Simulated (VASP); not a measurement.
# ZrBrCl3 (R3m) in VASP: density of states with PBE

Aim: the density of states of ZrBrCl3 with PBE.

Everything below comes from runs of VASP 6.6.1. Logs are shortened: lines on timing, memory, paths and dates and some standing lists are left out, and cuts for length are marked.

### Step 1. The cell of the first run

The structure is trigonal, space group R3m (No. 160). The conventional cell has a = 11.148 Å, b = 11.148 Å, c = 7.224 Å, α = 90.00°, β = 90.00°, γ = 120.00°. Zr (site symmetry 3m) has 3 Cl at 2.33 Å and 1 Br at 2.48 Å within 3.1 Å. Br (site symmetry 3m) has 1 Zr at 2.48 Å within 3.3 Å. Within 3.1 Å of Cl (site symmetry m) lie 1 Zr at 2.33 Å.

### Step 2. Density of states, PBE

The input, POSCAR:

```
ZrBrCl3
1.0
    5.5737987963      3.2180342188      2.4079699223
   -5.5737987963      3.2180342188      2.4079699223
    0.0000000000     -6.4360684876      2.4079698555
Zr Br Cl
1 1 3
Direct
    0.7404640000      0.7404640000      0.7404640000
    0.3968780000      0.3968780000      0.3968780000
    0.0764230000      0.7355000000      0.7355000000
    0.7355000000      0.7355000000      0.0764230000
    0.7355000000      0.0764230000      0.7355000000
```

The input, INCAR.step1:

```
PREC = Accurate ; ENCUT = 520
EDIFF = 1E-7 ; ISMEAR = 0
SIGMA = 0.02 ; LREAL = F
LASPH = T ; NELM = 100
ALGO = Normal ; ISIF = 2
LWAVE = F ; LCHARG = T
LMAXMIX = 4 ; GGA = PE
NBANDS = 28
```

The input, KPOINTS.step1:

```
Automatic mesh
0
Gamma
  6 6 6
```

The input, INCAR.step2:

```
PREC = Accurate ; ENCUT = 520
EDIFF = 1E-7 ; ISMEAR = -5
SIGMA = 0.02 ; LREAL = F
LASPH = T ; NELM = 100
ALGO = Normal ; ISIF = 2
LWAVE = F ; LCHARG = F
LMAXMIX = 4 ; GGA = PE
LORBIT = 11 ; NEDOS = 1001
ICHARG = 11
```

The input, KPOINTS.step2:

```
Automatic mesh
0
Gamma
  9 9 9
```

Potentials or basis: VASP PAW PBE potentials, release 64 (Zr_sv, Br, Cl).

Command:

```bash
cat potpaw_PBE.64/Zr_sv/POTCAR potpaw_PBE.64/Br/POTCAR potpaw_PBE.64/Cl/POTCAR > POTCAR
cp INCAR.step1 INCAR
cp KPOINTS.step1 KPOINTS
mpirun -np 1 vasp_std > vasp.out
cp INCAR.step2 INCAR
cp KPOINTS.step2 KPOINTS
mpirun -np 1 vasp_std > vasp.out
```

OUTCAR:

```text
PREC = Accurate
   ENCUT = 520
   EDIFF = 1E-7
   ISMEAR = -5
   LREAL = F
   LASPH = T
   NELM = 100
   ISIF = 2
   GGA = PE
   LORBIT = 11
   ICHARG = 11

 ion  position               nearest neighbor table
   1  0.740  0.740  0.740-   3 2.33   5 2.33   4 2.33   2 2.48
   2  0.397  0.397  0.397-   1 2.48
   3  0.076  0.736  0.736-   1 2.33
   4  0.736  0.736  0.076-   1 2.33
   5  0.736  0.076  0.736-   1 2.33

  LATTYP: Found a trigonal (rhomboedric) cell.
 ALAT       =     6.8717753457
 COS(alpha) =    -0.3158144900

  Lattice vectors:

 A1 = (   5.5737987963,   3.2180342188,   2.4079699223)
 A2 = (  -5.5737987963,   3.2180342188,   2.4079699223)
 A3 = (   0.0000000000,  -6.4360684876,   2.4079698555)

Analysis of symmetry for initial positions (statically):
=====================================================================
 Subroutine PRICEL returns:
 Original cell was already a primitive cell.

 Routine SETGRP: Setting up the symmetry group for a
 trigonal (rhombohedral) supercell.

 Subroutine GETGRP returns: Found  6 space group operations
 (whereof  6 operations were pure point group operations)
 out of a pool of 12 trial point group operations.

The static configuration has the point symmetry C_3v.

Analysis of symmetry for dynamics (positions and initial velocities):
=====================================================================
 Subroutine PRICEL returns:
 Original cell was already a primitive cell.

 Routine SETGRP: Setting up the symmetry group for a
 trigonal (rhombohedral) supercell.

 Subroutine GETGRP returns: Found  6 space group operations
 (whereof  6 operations were pure point group operations)
 out of a pool of 12 trial point group operations.

The dynamic configuration has the point symmetry C_3v.

 Subroutine INISYM returns: Found  6 space group operations
 (whereof  6 operations are pure point group operations),
 and found     1 'primitive' translations

----------------------------------------------------------------------------------------

                                     Primitive cell

  volume of cell :     259.1458

  direct lattice vectors                    reciprocal lattice vectors
     5.573798796  3.218034219  2.407969922     0.089705427  0.051791451  0.138429195
    -5.573798796  3.218034219  2.407969922    -0.089705427  0.051791451  0.138429195
     0.000000000 -6.436068488  2.407969856     0.000000000 -0.103582906  0.138429194

  length of vectors
     6.871775346  6.871775346  6.871775346     0.172893204  0.172893204  0.172893204

  position of ions in fractional coordinates (direct lattice)
     0.740464000  0.740464000  0.740464000
     0.396878000  0.396878000  0.396878000
     0.076423000  0.735500000  0.735500000
     0.735500000  0.735500000  0.076423000
     0.735500000  0.076423000  0.735500000

  ion indices of the primitive-cell ions
   primitive index   ion index
                 1           1
                 2           2
                 3           3
                 4           4
                 5           5

----------------------------------------------------------------------------------------

 KPOINTS: Automatic mesh

Automatic generation of k-mesh.
 Grid dimensions read from file:
 generate k-points for:    9    9    9

 Generating k-lattice:

  Cartesian coordinates                     Fractional coordinates (reciprocal lattice)
     0.009967270  0.005754606  0.015381022     0.111111111  0.000000000  0.000000000
    -0.009967270  0.005754606  0.015381022     0.000000000  0.111111111  0.000000000
     0.000000000 -0.011509212  0.015381022    -0.000000000 -0.000000000  0.111111111

  Length of vectors
     0.019210356  0.019210356  0.019210356

  Shift w.r.t. Gamma in fractional coordinates (k-lattice)
     0.000000000  0.000000000  0.000000000

 TETIRR: Found   1072 inequivalent tetrahedra from     4374

 Subroutine IBZKPT returns following result:
 ===========================================

 Found     85 irreducible k-points:

 Following reciprocal coordinates:
            Coordinates               Weight
  0.000000  0.000000  0.000000      1.000000
  0.111111  0.000000  0.000000      6.000000
  0.222222  0.000000  0.000000      6.000000
  0.333333  0.000000  0.000000      6.000000
  0.444444  0.000000  0.000000      6.000000
  0.111111  0.111111  0.000000      6.000000
[... 16 lines left out ...]
 -0.333333  0.333333  0.000000      6.000000
  0.444444  0.444444  0.000000      6.000000
 [... further k-points ...]
   k-points           NKPTS =     85   k-points in BZ     NKDIM =     85   number of bands    NBANDS=     24
   number of dos      NEDOS =   1001   number of ions     NIONS =      5
   total plane-waves  NPLWV = 157464
   dimension x,y,z NGX =    54 NGY =   54 NGZ =   54
   dimension x,y,z NGXF=   108 NGYF=  108 NGZF=  108
   ions per type =               1   1   3
   NGX,Y,Z   is equivalent  to a cutoff of  13.06, 13.06, 13.06 a.u.
   NGXF,Y,Z  is equivalent  to a cutoff of  26.13, 26.13, 26.13 a.u.
 SYSTEM =  unknown system
   PREC   = accura    normal or accurate (medium, high low for compatibility)
   ISTART =      0    job   : 0-new  1-cont  2-samecut
   ICHARG =     11    charge: 1-file 2-atom 10-const
   ISPIN  =      1    spin polarized calculation?
   LNONCOLLINEAR =      F non collinear calculations
   LSORBIT =      F    spin-orbit coupling
   LASPH  =      T    aspherical Exc in radial PAW
   ENCUT  =  520.0 eV  38.22 Ry    6.18 a.u.  12.78 12.78 12.78*2*pi/ulx,y,z
   NELM   =    100;   NELMIN=  2; NELMDL=  0     # of ELM steps
   EDIFF  = 0.1E-06   stopping-criterion for ELM
   LREAL  =      F    real-space projection
   EDIFFG = 0.1E-05   stopping-criterion for IOM
   NSW    =      0    number of steps for IOM
   IBRION =     -1    ionic relax: 0-MD 1-quasi-New 2-CG
   NFREE  =      0    steps in history (QN), initial steepest desc. (CG)
   ISIF   =      2    stress and relaxation
   ISYM   =      2    0-nonsym 1-usesym 2-fastsym
   POTIM  = 0.5000    time-step for ionic-motion
   TEBEG  =    0.0;   TEEND  =   0.0 temperature during run
   PSTRESS=    0.0 pullay stress
   NELECT =      40.0000    total number of electrons
   NUPDOWN=      -1.0000    fix difference up-down
   EMIN   =  10.00;   EMAX   =-10.00  energy-range for DOS
   EFERMI =   0.00;   METHOD = LEGACY
   ISMEAR =    -5;   SIGMA  =   0.02  broadening in eV -4-tet -1-fermi 0-gaus
   EFERMI_NEDOS =   21; number of points for ismear=-14 and -15
   IALGO  =     38    algorithm
   IMIX   =      4    mixing-type and parameters
     AMIX     =   0.40;   BMIX     =  1.00
     AMIX_MAG =   1.60;   BMIX_MAG =  1.00
  volume/ion in A,a.u.               =      51.83       349.76
  Fermi-wavevector in a.u.,A,eV,Ry     =   0.878173  1.659506 10.492647  0.771188
  Thomas-Fermi vector in A             =   1.998223
   LORBIT       =     11    0 simple, 1 ext, 2 COOP (PROOUT), +10 PAW based schemes
   GGA     = PE    functional components
   LHFCALC =     F    Hartree Fock is set to
   AEXX    =    0.0000 exact exchange contribution
   IVDW    =     0    specifies the selected vdW correction
   LEPSILON=     F    determine dielectric tensor
   LRPA    =     F    only Hartree local field effects (RPA)
 non-spin polarized calculation
 Fermi weights with tetrahedron method with Bloechl corrections
  energy-cutoff  :      520.00
  volume of cell :      259.15
 maximum number of plane-waves:      7007
 NGX is ok and might be reduce to    54

 number of electron      39.9999998 magnetization

 Free energy of the ion-electron system (eV)
  ---------------------------------------------------
  ext. energy  EPLUGINS =         0.00000000
  ---------------------------------------------------
  free energy    TOTEN  =       -24.02829718 eV

  energy without entropy =      -24.02829718  energy(sigma->0) =      -24.02829718

 E-fermi :  -3.4375     XC(G=0):  -5.7294

 val. band max:       -3.4663628071   @ k =  -0.4444   0.4444   0.4444
 cond. band min:       0.6447894749   @ k =  -0.4444   0.4444   0.4444
 fundamental gap:      4.1111522820
 Fermi energy:        -3.4375402242

 k-point     1 :       0.0000    0.0000    0.0000
  band No.  band energies     occupation
      1     -51.2199      2.00000
      2     -29.3269      2.00000
      3     -29.3269      2.00000
      4     -29.2872      2.00000
      5     -16.4684      2.00000
      6     -16.2335      2.00000
[... 16 lines left out ...]
     23       1.3291      0.00000
     24       1.4073      0.00000

 k-point     2 :       0.1111    0.0000    0.0000
  band No.  band energies     occupation
      1     -51.2199      2.00000
      2     -29.3269      2.00000
      3     -29.3269      2.00000
      4     -29.2872      2.00000
      5     -16.4654      2.00000
      6     -16.2350      2.00000
[... 16 lines left out ...]
     23       1.3569      0.00000
     24       1.4099      0.00000

 k-point     3 :       0.2222    0.0000    0.0000
  band No.  band energies     occupation
      1     -51.2199      2.00000
      2     -29.3270      2.00000
      3     -29.3269      2.00000
      4     -29.2872      2.00000
      5     -16.4577      2.00000
      6     -16.2390      2.00000
[... 16 lines left out ...]
     23       1.3993      0.00000
     24       1.4244      0.00000

 k-point     4 :       0.3333    0.0000    0.0000
  band No.  band energies     occupation
      1     -51.2199      2.00000
      2     -29.3270      2.00000
      3     -29.3269      2.00000
      4     -29.2873      2.00000
      5     -16.4486      2.00000
      6     -16.2439      2.00000
[... 16 lines left out ...]
     23       1.3907      0.00000
     24       1.4810      0.00000

 k-point     5 :       0.4444    0.0000    0.0000
  band No.  band energies     occupation
      1     -51.2199      2.00000
      2     -29.3270      2.00000
      3     -29.3269      2.00000
      4     -29.2873      2.00000
      5     -16.4424      2.00000
      6     -16.2473      2.00000
[... 16 lines left out ...]
     23       1.3843      0.00000
     24       1.5128      0.00000

 k-point     6 :       0.1111    0.1111    0.0000
  band No.  band energies     occupation
      1     -51.2199      2.00000
      2     -29.3269      2.00000
      3     -29.3269      2.00000
      4     -29.2872      2.00000
      5     -16.4613      2.00000
      6     -16.2360      2.00000
[... 16 lines left out ...]
     23       1.4244      0.00000
     24       1.4501      0.00000
[... 379 lines left out ...]
 k-point    21 :       0.4444    0.3333    0.0000
  band No.  band energies     occupation
      1     -51.2199      2.00000
      2     -29.3271      2.00000
      3     -29.3270      2.00000
      4     -29.2873      2.00000
      5     -16.4297      2.00000
      6     -16.2524      2.00000
[... 16 lines left out ...]
     23       1.3916      0.00000
     24       1.5812      0.00000

 k-point    22 :      -0.4444    0.3333    0.0000
  band No.  band energies     occupation
      1     -51.2199      2.00000
      2     -29.3270      2.00000
      3     -29.3270      2.00000
      4     -29.2873      2.00000
      5     -16.4319      2.00000
      6     -16.2519      2.00000
[... 16 lines left out ...]
     23       1.3426      0.00000
     24       1.5382      0.00000

 k-point    23 :      -0.3333    0.3333    0.0000
  band No.  band energies     occupation
      1     -51.2199      2.00000
      2     -29.3270      2.00000
      3     -29.3270      2.00000
      4     -29.2872      2.00000
      5     -16.4378      2.00000
      6     -16.2488      2.00000
[... 16 lines left out ...]
     23       1.3208      0.00000
     24       1.5123      0.00000

 k-point    24 :       0.4444    0.4444    0.0000
  band No.  band energies     occupation
      1     -51.2199      2.00000
      2     -29.3271      2.00000
      3     -29.3270      2.00000
      4     -29.2873      2.00000
      5     -16.4267      2.00000
      6     -16.2547      2.00000
[... 16 lines left out ...]
     23       1.3379      0.00000
     24       1.5581      0.00000

 [... further k-points ...]
[... 5 lines left out ...]
  --------------------------------------------------------------------------------------
  -------------------------------------------------------------------------------------
  Total       -0.0591661     -0.0591661     -0.0472014      0.0000000     -0.0000000      0.0000000
  in kB       -0.3657960     -0.3657960     -0.2918240      0.0000000     -0.0000000      0.0000000
  external PRESSURE =      -0.3411387 kB  Pullay stress =       0.0000000 kB

 VOLUME and BASIS-vectors are now :
 -----------------------------------------------------------------------------
  energy-cutoff  :      520.00
  volume of cell :      259.15
      direct lattice vectors                 reciprocal lattice vectors
     5.573798796  3.218034219  2.407969922     0.089705427  0.051791451  0.138429195
    -5.573798796  3.218034219  2.407969922    -0.089705427  0.051791451  0.138429195
     0.000000000 -6.436068488  2.407969856     0.000000000 -0.103582906  0.138429194

 POSITION                                       TOTAL-FORCE (eV/Angst)
 -----------------------------------------------------------------------------------
      0.00000     -0.00000      5.34905         0.000000     -0.000000      0.015355
      0.00000     -0.00000      2.86701         0.000000      0.000000     -0.003804
     -3.67356     -2.12093      3.72615        -0.009436     -0.005448     -0.003850
      0.00000      4.24186      3.72615         0.000000      0.010896     -0.003850
      3.67356     -2.12093      3.72615         0.009436     -0.005448     -0.003850
 -----------------------------------------------------------------------------------
    total drift:                                0.000000     -0.000000     -0.000148

  FREE ENERGIE OF THE ION-ELECTRON SYSTEM (eV)
  ---------------------------------------------------
  free  energy   TOTEN  =       -24.0282971849 eV

  energy  without entropy=      -24.0282971849  energy(sigma->0) =      -24.02829718

 total charge

# of ion       s       p       d       tot
------------------------------------------
    1        2.195   6.007   1.523   9.726
    2        1.615   3.254   0.013   4.882
    3        1.605   3.527   0.000   5.133
    4        1.605   3.527   0.000   5.133
    5        1.605   3.527   0.000   5.133
--------------------------------------------------
tot          8.626  19.843   1.536  30.005
```

It took 14 min on 1 thread of Oxide Virtual Turin-like, shared host; peak memory 0.72 GiB.

Results:

* Valence electrons inside the program's atomic spheres: Zr 9.73; Br 4.88; Cl 5.13

Levels at points of the mesh, in eV from the valence-band top:
| k point | band 17 | band 18 | band 19 | band 20 | band 21 | band 22 | band 23 | band 24 |
| --- | --- | --- | --- | --- | --- | --- | --- | --- |
| (0.00, 0.00, 0.00) | -0.95 | -0.68 | -0.27 | -0.27 | 4.26 | 4.26 | 4.80 | 4.87 |
